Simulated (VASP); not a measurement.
# AgCl (Chlorargyrite) (Fm-3m) in VASP: electric field gradients with PBE

Aim: the electric field gradients of AgCl (Chlorargyrite) with PBE.

Program: VASP 6.6.1. These are calculated values, not measurements. Logs are shortened: lines on timing, memory, paths and dates and some standing lists are left out, and cuts for length are marked.

### 1 The cell of the first run

The structure is cubic, space group Fm-3m (No. 225). Conventional cell: a = 5.611 Å, b = 5.611 Å, c = 5.611 Å, α = 90.00°, β = 90.00°, γ = 90.00°. Ag (site symmetry m-3m) has 6 Cl at 2.81 Å within 3.7 Å. Cl (site symmetry m-3m) has 6 Ag at 2.81 Å within 3.7 Å.

### 2 Electric field gradients, PBE

INCAR

```
  PREC = Accurate
  ENCUT = 520
  EDIFF = 1E-8
  ISMEAR = -1
  SIGMA = 0.02
  LREAL = F
  LASPH = T
  NELM = 60
  ALGO = Normal
  ISIF = 2
  LWAVE = F
  LCHARG = F
  GGA = PE
  LEFG = T
  NBANDS = 16
```

KPOINTS

```
regular mesh
0
Gamma
  9 9 9
```

POSCAR

```
AgCl
1.0
    0.0000000000      2.8053350663      2.8053350663
    2.8053350663      0.0000000000      2.8053350663
    2.8053350663      2.8053350663      0.0000000000
Ag Cl
1 1
Direct
    0.0000000000      0.0000000000      0.0000000000
    0.5000000000      0.5000000000      0.5000000000
```

Potentials or basis: VASP PAW PBE potentials, release 64 (Ag, Cl).

Started as:

```sh
> cat potpaw_PBE.64/Ag/POTCAR potpaw_PBE.64/Cl/POTCAR > POTCAR
> mpirun -np 1 vasp_std > vasp.out
```

OUTCAR:

```text
PREC = Accurate
   ENCUT = 520
   EDIFF = 1E-8
   ISMEAR = -1
   LREAL = F
   LASPH = T
   NELM = 60
   ISIF = 2
   GGA = PE

 ion  position               nearest neighbor table
   1  0.000  0.000  0.000-   2 2.81   2 2.81   2 2.81   2 2.81   2 2.81   2 2.81
   2  0.500  0.500  0.500-   1 2.81   1 2.81   1 2.81   1 2.81   1 2.81   1 2.81

  LATTYP: Found a face centered cubic cell.
 ALAT       =     5.6106701326

  Lattice vectors:

 A1 = (   0.0000000000,   2.8053350663,   2.8053350663)
 A2 = (   2.8053350663,   0.0000000000,   2.8053350663)
 A3 = (   2.8053350663,   2.8053350663,   0.0000000000)

Analysis of symmetry for initial positions (statically):
=====================================================================
 Subroutine PRICEL returns:
 Original cell was already a primitive cell.

 Routine SETGRP: Setting up the symmetry group for a
 face centered cubic supercell.

 Subroutine GETGRP returns: Found 48 space group operations
 (whereof 48 operations were pure point group operations)
 out of a pool of 48 trial point group operations.

The static configuration has the point symmetry O_h .

Analysis of symmetry for dynamics (positions and initial velocities):
=====================================================================
 Subroutine PRICEL returns:
 Original cell was already a primitive cell.

 Routine SETGRP: Setting up the symmetry group for a
 face centered cubic supercell.

 Subroutine GETGRP returns: Found 48 space group operations
 (whereof 48 operations were pure point group operations)
 out of a pool of 48 trial point group operations.

The dynamic configuration has the point symmetry O_h .

 Subroutine INISYM returns: Found 48 space group operations
 (whereof 48 operations are pure point group operations),
 and found     1 'primitive' translations

----------------------------------------------------------------------------------------

                                     Primitive cell

  volume of cell :      44.1554

  direct lattice vectors                    reciprocal lattice vectors
     0.000000000  2.805335066  2.805335066    -0.178231829  0.178231829  0.178231829
     2.805335066  0.000000000  2.805335066     0.178231829 -0.178231829  0.178231829
     2.805335066  2.805335066  0.000000000     0.178231829  0.178231829 -0.178231829

  length of vectors
     3.967342898  3.967342898  3.967342898     0.308706583  0.308706583  0.308706583

  position of ions in fractional coordinates (direct lattice)
     0.000000000  0.000000000  0.000000000
     0.500000000  0.500000000  0.500000000

  ion indices of the primitive-cell ions
   primitive index   ion index
                 1           1
                 2           2

----------------------------------------------------------------------------------------

 KPOINTS: regular mesh

Automatic generation of k-mesh.
 Grid dimensions read from file:
 generate k-points for:    9    9    9

 Generating k-lattice:

  Cartesian coordinates                     Fractional coordinates (reciprocal lattice)
    -0.019803537  0.019803537  0.019803537     0.111111111  0.000000000  0.000000000
     0.019803537 -0.019803537  0.019803537     0.000000000  0.111111111  0.000000000
     0.019803537  0.019803537 -0.019803537     0.000000000  0.000000000  0.111111111

  Length of vectors
     0.034300731  0.034300731  0.034300731

  Shift w.r.t. Gamma in fractional coordinates (k-lattice)
     0.000000000  0.000000000  0.000000000

 Subroutine IBZKPT returns following result:
 ===========================================

 Found     35 irreducible k-points:

 Following reciprocal coordinates:
            Coordinates               Weight
  0.000000  0.000000  0.000000      1.000000
  0.111111  0.000000  0.000000      8.000000
  0.222222  0.000000  0.000000      8.000000
  0.333333  0.000000  0.000000      8.000000
  0.444444  0.000000  0.000000      8.000000
  0.111111  0.111111  0.000000      6.000000
[... 16 lines left out ...]
 -0.333333  0.333333  0.000000     12.000000
  0.444444  0.444444  0.000000      6.000000
 [... further k-points ...]
   k-points           NKPTS =     35   k-points in BZ     NKDIM =     35   number of bands    NBANDS=     16
   number of dos      NEDOS =    301   number of ions     NIONS =      2
   total plane-waves  NPLWV =  27000
   dimension x,y,z NGX =    30 NGY =   30 NGZ =   30
   dimension x,y,z NGXF=    60 NGYF=   60 NGZF=   60
   ions per type =               1   1
   NGX,Y,Z   is equivalent  to a cutoff of  12.57, 12.57, 12.57 a.u.
   NGXF,Y,Z  is equivalent  to a cutoff of  25.14, 25.14, 25.14 a.u.
 SYSTEM =  unknown system
   PREC   = accura    normal or accurate (medium, high low for compatibility)
   ISTART =      0    job   : 0-new  1-cont  2-samecut
   ICHARG =      2    charge: 1-file 2-atom 10-const
   ISPIN  =      1    spin polarized calculation?
   LNONCOLLINEAR =      F non collinear calculations
   LSORBIT =      F    spin-orbit coupling
   LASPH  =      T    aspherical Exc in radial PAW
   ENCUT  =  520.0 eV  38.22 Ry    6.18 a.u.   7.38  7.38  7.38*2*pi/ulx,y,z
   NELM   =     60;   NELMIN=  2; NELMDL= -5     # of ELM steps
   EDIFF  = 0.1E-07   stopping-criterion for ELM
   LREAL  =      F    real-space projection
   EDIFFG = 0.1E-06   stopping-criterion for IOM
   NSW    =      0    number of steps for IOM
   IBRION =     -1    ionic relax: 0-MD 1-quasi-New 2-CG
   NFREE  =      0    steps in history (QN), initial steepest desc. (CG)
   ISIF   =      2    stress and relaxation
   ISYM   =      2    0-nonsym 1-usesym 2-fastsym
   POTIM  = 0.5000    time-step for ionic-motion
   TEBEG  =    0.0;   TEEND  =   0.0 temperature during run
   PSTRESS=    0.0 pullay stress
   NELECT =      18.0000    total number of electrons
   NUPDOWN=      -1.0000    fix difference up-down
   EMIN   =  10.00;   EMAX   =-10.00  energy-range for DOS
   EFERMI =   0.00;   METHOD = LEGACY
   ISMEAR =    -1;   SIGMA  =   0.02  broadening in eV -4-tet -1-fermi 0-gaus
   EFERMI_NEDOS =   21; number of points for ismear=-14 and -15
   IALGO  =     38    algorithm
   IMIX   =      4    mixing-type and parameters
     AMIX     =   0.40;   BMIX     =  1.00
     AMIX_MAG =   1.60;   BMIX_MAG =  1.00
  volume/ion in A,a.u.               =      22.08       148.99
  Fermi-wavevector in a.u.,A,eV,Ry     =   1.213867  2.293875 20.047802  1.473472
  Thomas-Fermi vector in A             =   2.349305
   LORBIT       =      0    0 simple, 1 ext, 2 COOP (PROOUT), +10 PAW based schemes
   GGA     = PE    functional components
   LHFCALC =     F    Hartree Fock is set to
   AEXX    =    0.0000 exact exchange contribution
   IVDW    =     0    specifies the selected vdW correction
   LEPSILON=     F    determine dielectric tensor
   LRPA    =     F    only Hartree local field effects (RPA)
 non-spin polarized calculation
  energy-cutoff  :      520.00
  volume of cell :       44.16
 maximum number of plane-waves:      1243
 NGX is ok and might be reduce to    30
   NGX = 15   NGY = 15   NGZ = 15

 number of electron      17.9999995 magnetization

 Free energy of the ion-electron system (eV)
  ---------------------------------------------------
  ext. energy  EPLUGINS =         0.00000000
  ---------------------------------------------------
  free energy    TOTEN  =        -5.40126603 eV

  energy without entropy =       -5.40126603  energy(sigma->0) =       -5.40126603

 E-fermi :   3.7734     XC(G=0):  -9.7844

 val. band max:        3.3435728577   @ k =   0.4444   0.0000   0.0000
 cond. band min:       4.3062444541   @ k =   0.0000   0.0000   0.0000
 fundamental gap:      0.9626715965
 Fermi energy:         3.7734354398

 k-point     1 :       0.0000    0.0000    0.0000
  band No.  band energies     occupation
      1     -11.5346      2.00000
      2       1.0808      2.00000
      3       1.0808      2.00000
      4       1.0808      2.00000
      5       1.1200      2.00000
      6       1.1200      2.00000
[... 8 lines left out ...]
     15      16.4986      0.00000
     16      16.4986      0.00000

 k-point     2 :       0.1111    0.0000    0.0000
  band No.  band energies     occupation
      1     -11.4913      2.00000
      2       0.5209      2.00000
      3       0.5387      2.00000
      4       0.5387      2.00000
      5       1.1215      2.00000
      6       1.1215      2.00000
[... 8 lines left out ...]
     15      15.4235      0.00000
     16      16.0621      0.00000
[... 387 lines left out ...]
      5       1.3129      2.00000
      6       1.4313      2.00000
[... 8 lines left out ...]
     15      16.4970      0.00000
     16      19.4498      0.00000

 k-point    24 :       0.4444    0.4444    0.0000
  band No.  band energies     occupation
      1     -11.1288      2.00000
      2      -0.7459      2.00000
      3       0.5021      2.00000
      4       0.5021      2.00000
      5       0.7938      2.00000
      6       1.2883      2.00000
[... 8 lines left out ...]
     15      18.7375      0.00000
     16      18.7469      0.00000

 [... further k-points ...]
[... 5 lines left out ...]
  --------------------------------------------------------------------------------------
  -------------------------------------------------------------------------------------
  Total       -0.0295049     -0.0295049     -0.0295049     -0.0000000      0.0000000     -0.0000000
  in kB       -1.0705836     -1.0705836     -1.0705836     -0.0000000      0.0000000     -0.0000000
  external PRESSURE =      -1.0705836 kB  Pullay stress =       0.0000000 kB

 VOLUME and BASIS-vectors are now :
 -----------------------------------------------------------------------------
  energy-cutoff  :      520.00
  volume of cell :       44.16
      direct lattice vectors                 reciprocal lattice vectors
     0.000000000  2.805335066  2.805335066    -0.178231829  0.178231829  0.178231829
     2.805335066  0.000000000  2.805335066     0.178231829 -0.178231829  0.178231829
     2.805335066  2.805335066  0.000000000     0.178231829  0.178231829 -0.178231829

 POSITION                                       TOTAL-FORCE (eV/Angst)
 -----------------------------------------------------------------------------------
      0.00000      0.00000      0.00000        -0.000000      0.000000      0.000000
      2.80534      2.80534      2.80534         0.000000     -0.000000     -0.000000
 -----------------------------------------------------------------------------------
    total drift:                               -0.000000      0.000000      0.000000

  FREE ENERGIE OF THE ION-ELECTRON SYSTEM (eV)
  ---------------------------------------------------
  free  energy   TOTEN  =        -5.4012660347 eV

  energy  without entropy=       -5.4012660346  energy(sigma->0) =       -5.40126603

 Electric field gradients (V/A^2)
---------------------------------------------------------------------
 ion       V_xx      V_yy      V_zz      V_xy      V_xz      V_yz
---------------------------------------------------------------------
   1      -0.000    -0.000     0.000     0.001     0.001     0.001
   2      -0.000     0.000    -0.000    -0.000    -0.000    -0.000
---------------------------------------------------------------------

 Electric field gradients after diagonalization (V/A^2)
 (convention: |V_zz| > |V_xx| > |V_yy|)
----------------------------------------------------------------------
 ion       V_xx      V_yy      V_zz     asymmetry (V_yy - V_xx)/ V_zz
----------------------------------------------------------------------
   1      -0.001    -0.001     0.001       0.000
   2       0.000     0.000    -0.000       0.000
----------------------------------------------------------------------

           NMR quadrupolar parameters

 Cq : quadrupolar parameter    Cq=e*Q*V_zz/h
 eta: asymmetry parameters     (V_yy - V_xx)/ V_zz
 Q  : nuclear electric quadrupole moment in mb (millibarn)
----------------------------------------------------------------------
 ion       Cq(MHz)       eta       Q (mb)
----------------------------------------------------------------------
   1       0.000       0.000       1.000
   2      -0.000       0.000       1.000
----------------------------------------------------------------------
```

Run time: 51 s. Hardware: 1 thread of Oxide Virtual Turin-like, shared host; peak memory 0.15 GiB.

Results:

| Quantity | Value |
| --- | --- |
| Free energy | -5.4013 eV |
| Pressure | -0.1 GPa |
| Band gap on the k mesh | 0.96 eV, indirect (least direct gap 3.03 eV) |

Caveat: without QUAD_EFG the Cq values of the log hold for a quadrupole moment of 1 mb, not for the nuclei. A k mesh can miss the band edges.
